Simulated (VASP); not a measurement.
# Zr (Fm-3m) in VASP: a series of runs

Zr is run at these levels: PBE; tasks: single point.

Program: VASP 6.6.1. These are calculated values, not measurements. Logs are shortened: lines on timing, memory, paths and dates and some standing lists are left out, and cuts for length are marked.

**1. The cell of the first run**

The structure is cubic, space group Fm-3m (No. 225). Conventional cell: a = 4.510 Å, b = 4.510 Å, c = 4.510 Å, α = 90.00°, β = 90.00°, γ = 90.00°. Zr (site symmetry m-3m) has 12 Zr at 3.19 Å within 4.2 Å.

**2. Single point, PBE**

Contents of INCAR:

```
ALGO = Normal
EDIFF = 1E-7
ENCUT = 520
GGA = PE
ISIF = 2
ISMEAR = 0
LASPH = T
LCHARG = F
LREAL = F
LWAVE = F
NBANDS = 12
NELM = 100
PREC = Accurate
SIGMA = 0.15
```

Contents of KPOINTS:

```
k-points
0
Gamma
  18 18 18
```

Contents of POSCAR:

```
Zr
1.0
    0.0000000000      2.2550000000      2.2550000000
    2.2550000000      0.0000000000      2.2550000000
    2.2550000000      2.2550000000      0.0000000000
Zr
1
Direct
    0.0000000000      0.0000000000      0.0000000000
```

Potentials or basis: VASP PAW PBE potentials, release 64 (Zr_sv).

Run with:

```bash
> cat potpaw_PBE.64/Zr_sv/POTCAR > POTCAR
> mpirun -np 1 vasp_std > vasp.out
```

OUTCAR:

```text
EDIFF = 1E-7
   ENCUT = 520
   GGA = PE
   ISIF = 2
   ISMEAR = 0
   LASPH = T
   LREAL = F
   NELM = 100
   PREC = Accurate

 ion  position               nearest neighbor table
   1  0.000  0.000  0.000-

  LATTYP: Found a face centered cubic cell.
 ALAT       =     4.5100000000

  Lattice vectors:

 A1 = (   0.0000000000,   2.2550000000,   2.2550000000)
 A2 = (   2.2550000000,   0.0000000000,   2.2550000000)
 A3 = (   2.2550000000,   2.2550000000,   0.0000000000)

Analysis of symmetry for initial positions (statically):
=====================================================================
 Subroutine PRICEL returns:
 Original cell was already a primitive cell.

 Routine SETGRP: Setting up the symmetry group for a
 face centered cubic supercell.

 Subroutine GETGRP returns: Found 48 space group operations
 (whereof 48 operations were pure point group operations)
 out of a pool of 48 trial point group operations.

The static configuration has the point symmetry O_h .

Analysis of symmetry for dynamics (positions and initial velocities):
=====================================================================
 Subroutine PRICEL returns:
 Original cell was already a primitive cell.

 Routine SETGRP: Setting up the symmetry group for a
 face centered cubic supercell.

 Subroutine GETGRP returns: Found 48 space group operations
 (whereof 48 operations were pure point group operations)
 out of a pool of 48 trial point group operations.

The dynamic configuration has the point symmetry O_h .

 Subroutine INISYM returns: Found 48 space group operations
 (whereof 48 operations are pure point group operations),
 and found     1 'primitive' translations

----------------------------------------------------------------------------------------

                                     Primitive cell

  volume of cell :      22.9335

  direct lattice vectors                    reciprocal lattice vectors
     0.000000000  2.255000000  2.255000000    -0.221729490  0.221729490  0.221729490
     2.255000000  0.000000000  2.255000000     0.221729490 -0.221729490  0.221729490
     2.255000000  2.255000000  0.000000000     0.221729490  0.221729490 -0.221729490

  length of vectors
     3.189051583  3.189051583  3.189051583     0.384046742  0.384046742  0.384046742

  position of ions in fractional coordinates (direct lattice)
     0.000000000  0.000000000  0.000000000

  ion indices of the primitive-cell ions
   primitive index   ion index
                 1           1

----------------------------------------------------------------------------------------

 KPOINTS: k-points

Automatic generation of k-mesh.
 Grid dimensions read from file:
 generate k-points for:   18   18   18

 Generating k-lattice:

  Cartesian coordinates                     Fractional coordinates (reciprocal lattice)
    -0.012318305  0.012318305  0.012318305     0.055555556  0.000000000  0.000000000
     0.012318305 -0.012318305  0.012318305     0.000000000  0.055555556  0.000000000
     0.012318305  0.012318305 -0.012318305     0.000000000  0.000000000  0.055555556

  Length of vectors
     0.021335930  0.021335930  0.021335930

  Shift w.r.t. Gamma in fractional coordinates (k-lattice)
     0.000000000  0.000000000  0.000000000

 Subroutine IBZKPT returns following result:
 ===========================================

 Found    195 irreducible k-points:

 Following reciprocal coordinates:
            Coordinates               Weight
  0.000000  0.000000  0.000000      1.000000
  0.055556  0.000000  0.000000      8.000000
  0.111111  0.000000  0.000000      8.000000
  0.166667  0.000000  0.000000      8.000000
  0.222222  0.000000  0.000000      8.000000
  0.277778  0.000000  0.000000      8.000000
[... 16 lines left out ...]
 -0.277778  0.055556  0.000000     24.000000
 -0.222222  0.055556  0.000000     24.000000
 [... further k-points ...]
   k-points           NKPTS =    195   k-points in BZ     NKDIM =    195   number of bands    NBANDS=     12
   number of dos      NEDOS =    301   number of ions     NIONS =      1
   total plane-waves  NPLWV =  13824
   dimension x,y,z NGX =    24 NGY =   24 NGZ =   24
   dimension x,y,z NGXF=    48 NGYF=   48 NGZF=   48
   ions per type =               1
   NGX,Y,Z   is equivalent  to a cutoff of  12.51, 12.51, 12.51 a.u.
   NGXF,Y,Z  is equivalent  to a cutoff of  25.02, 25.02, 25.02 a.u.
 SYSTEM =  unknown system
   PREC   = accura    normal or accurate (medium, high low for compatibility)
   ISTART =      0    job   : 0-new  1-cont  2-samecut
   ICHARG =      2    charge: 1-file 2-atom 10-const
   ISPIN  =      1    spin polarized calculation?
   LNONCOLLINEAR =      F non collinear calculations
   LSORBIT =      F    spin-orbit coupling
   LASPH  =      T    aspherical Exc in radial PAW
   ENCUT  =  520.0 eV  38.22 Ry    6.18 a.u.   5.93  5.93  5.93*2*pi/ulx,y,z
   NELM   =    100;   NELMIN=  2; NELMDL= -5     # of ELM steps
   EDIFF  = 0.1E-06   stopping-criterion for ELM
   LREAL  =      F    real-space projection
   EDIFFG = 0.1E-05   stopping-criterion for IOM
   NSW    =      0    number of steps for IOM
   IBRION =     -1    ionic relax: 0-MD 1-quasi-New 2-CG
   NFREE  =      0    steps in history (QN), initial steepest desc. (CG)
   ISIF   =      2    stress and relaxation
   ISYM   =      2    0-nonsym 1-usesym 2-fastsym
   POTIM  = 0.5000    time-step for ionic-motion
   TEBEG  =    0.0;   TEEND  =   0.0 temperature during run
   PSTRESS=    0.0 pullay stress
   NELECT =      12.0000    total number of electrons
   NUPDOWN=      -1.0000    fix difference up-down
   EMIN   =  10.00;   EMAX   =-10.00  energy-range for DOS
   EFERMI =   0.00;   METHOD = LEGACY
   ISMEAR =     0;   SIGMA  =   0.15  broadening in eV -4-tet -1-fermi 0-gaus
   EFERMI_NEDOS =   21; number of points for ismear=-14 and -15
   IALGO  =     38    algorithm
   IMIX   =      4    mixing-type and parameters
     AMIX     =   0.40;   BMIX     =  1.00
     AMIX_MAG =   1.60;   BMIX_MAG =  1.00
  volume/ion in A,a.u.               =      22.93       154.76
  Fermi-wavevector in a.u.,A,eV,Ry     =   1.319204  2.492935 23.678216  1.740300
  Thomas-Fermi vector in A             =   2.449119
   LORBIT       =      0    0 simple, 1 ext, 2 COOP (PROOUT), +10 PAW based schemes
   GGA     = PE    functional components
   LHFCALC =     F    Hartree Fock is set to
   AEXX    =    0.0000 exact exchange contribution
   IVDW    =     0    specifies the selected vdW correction
   LEPSILON=     F    determine dielectric tensor
   LRPA    =     F    only Hartree local field effects (RPA)
 non-spin polarized calculation
 Gauss-broadening in eV      SIGMA  =   0.15
  energy-cutoff  :      520.00
  volume of cell :       22.93
 maximum number of plane-waves:       636
   NGX = 11   NGY = 11   NGZ = 11

 number of electron      12.0000000 magnetization

 Free energy of the ion-electron system (eV)
  ---------------------------------------------------
  ext. energy  EPLUGINS =         0.00000000
  ---------------------------------------------------
  free energy    TOTEN  =        -8.48940794 eV

  energy without entropy =       -8.47389185  energy(sigma->0) =       -8.48164990

 E-fermi :   9.0542     XC(G=0): -11.1507

 val. band max:        9.0517716321   @ k =  -0.2778   0.4444   0.1667
 cond. band min:       9.0602720319   @ k =  -0.2778   0.5000   0.2222
 fundamental gap:      0.0085003998
 Fermi energy:         9.0542163557

 k-point     1 :       0.0000    0.0000    0.0000
  band No.  band energies     occupation
      1     -39.6213      2.00000
      2     -17.1167      2.00000
      3     -17.1167      2.00000
      4     -17.1167      2.00000
      5       3.4786      2.00000
      6      10.0399      0.00000
      7      10.0399      0.00000
      8      10.0399      0.00000
      9      12.4986      0.00000
     10      12.4986      0.00000
     11      19.5822      0.00000
     12      23.8146      0.00000

 k-point     2 :       0.0556    0.0000    0.0000
  band No.  band energies     occupation
      1     -39.6169      2.00000
      2     -17.1492      2.00000
      3     -17.1207      2.00000
      4     -17.1207      2.00000
      5       3.5801      2.00000
      6       9.9446      0.00000
      7      10.0881      0.00000
      8      10.0881      0.00000
      9      12.4492      0.00000
     10      12.4492      0.00000
     11      19.8024      0.00000
     12      23.3509      0.00000

 k-point     3 :       0.1111    0.0000    0.0000
  band No.  band energies     occupation
      1     -39.6041      2.00000
      2     -17.2419      2.00000
      3     -17.1322      2.00000
      4     -17.1322      2.00000
      5       3.8739      2.00000
      6       9.6978      0.00000
      7      10.2140      0.00000
      8      10.2140      0.00000
      9      12.3361      0.00000
     10      12.3361      0.00000
     11      20.3908      0.00000
     12      22.4613      0.00000
[... 286 lines left out ...]
 k-point    23 :      -0.2778    0.0556    0.0000
  band No.  band energies     occupation
      1     -39.5231      2.00000
      2     -17.7781      2.00000
      3     -17.2356      2.00000
      4     -17.1909      2.00000
      5       5.6394      2.00000
      6       9.0003      1.38846
      7      10.1801      0.00000
      8      10.3288      0.00000
      9      12.4928      0.00000
     10      13.3136      0.00000
     11      19.6619      0.00000
     12      22.6928      0.00000

 k-point    24 :      -0.2222    0.0556    0.0000
  band No.  band energies     occupation
      1     -39.5486      2.00000
      2     -17.6109      2.00000
      3     -17.2123      2.00000
      4     -17.1678      2.00000
      5       5.1363      2.00000
      6       9.0160      1.28118
      7      10.3314      0.00000
      8      10.4658      0.00000
      9      12.0715      0.00000
     10      12.8634      0.00000
     11      20.2992      0.00000
     12      22.7844      0.00000

 [... further k-points ...]
[... 5 lines left out ...]
  --------------------------------------------------------------------------------------
  -------------------------------------------------------------------------------------
  Total        0.1532828      0.1532828      0.1532828      0.0000000     -0.0000000     -0.0000000
  in kB       10.7086395     10.7086395     10.7086395      0.0000000     -0.0000000     -0.0000000
  external PRESSURE =      10.7086395 kB  Pullay stress =       0.0000000 kB

 VOLUME and BASIS-vectors are now :
 -----------------------------------------------------------------------------
  energy-cutoff  :      520.00
  volume of cell :       22.93
      direct lattice vectors                 reciprocal lattice vectors
     0.000000000  2.255000000  2.255000000    -0.221729490  0.221729490  0.221729490
     2.255000000  0.000000000  2.255000000     0.221729490 -0.221729490  0.221729490
     2.255000000  2.255000000  0.000000000     0.221729490  0.221729490 -0.221729490

 POSITION                                       TOTAL-FORCE (eV/Angst)
 -----------------------------------------------------------------------------------
      0.00000      0.00000      0.00000         0.000000      0.000000      0.000000
 -----------------------------------------------------------------------------------
    total drift:                                0.000000      0.000000      0.000000

  FREE ENERGIE OF THE ION-ELECTRON SYSTEM (eV)
  ---------------------------------------------------
  free  energy   TOTEN  =        -8.4894079412 eV

  energy  without entropy=       -8.4738918528  energy(sigma->0) =       -8.48164990
```

Run time: 19 s. Hardware: 1 thread of Intel Xeon 6975P-C, shared host; peak memory 0.18 GiB.

Results:

| Item | Value |
| --- | --- |
| Free energy | -8.4894 eV |
| Pressure | 1.1 GPa |
| Band gap on the k mesh | zero (band 6 reaches 10.04 eV, above the bottom of band 7 at 8.48 eV) |

**3. Single point, PBE**

Contents of INCAR:

```
PREC = Accurate
ENCUT = 520
EDIFF = 1E-6
ISMEAR = 0
SIGMA = 0.15
LREAL = False
LASPH = True
NELM = 60
ALGO = Normal
ISIF = 2
LWAVE = False
LCHARG = False
GGA = PE
NBANDS = 12
```

Contents of KPOINTS:

```
Automatic mesh
0
Gamma
  20 20 20
```

POSCAR is that of step 2.

Potentials or basis: VASP PAW PBE potentials, release 64 (Zr_sv).

Run with:

```bash
> cat potpaw_PBE.64/Zr_sv/POTCAR > POTCAR
> mpirun -np 1 vasp_std > vasp.out
```

Wall time 25 s (1 thread of Intel Xeon 6975P-C, shared host); peak memory 0.19 GiB.

It converged, with:

```
Free energy            : -8.4889 eV
Pressure               : 1.1 GPa
Band gap on the k mesh : zero (band 6 reaches 10.04 eV, above the bottom of band 7 at 8.57 eV)
```

Levels at points of the mesh, in eV from the Fermi level:
| k point | band 4 | band 5 | band 6 | band 7 | band 8 | band 9 |
| --- | --- | --- | --- | --- | --- | --- |
| (0.00, 0.00, 0.00) | -26.17 | -5.57 | 0.99 | 0.99 | 0.99 | 3.45 |
| (0.50, 0.00, 0.00) | -26.30 | -2.97 | 0.81 | 0.81 | 1.16 | 5.26 |
| (0.50, 0.50, 0.00) | -26.52 | -3.03 | -2.23 | 3.08 | 5.27 | 5.78 |
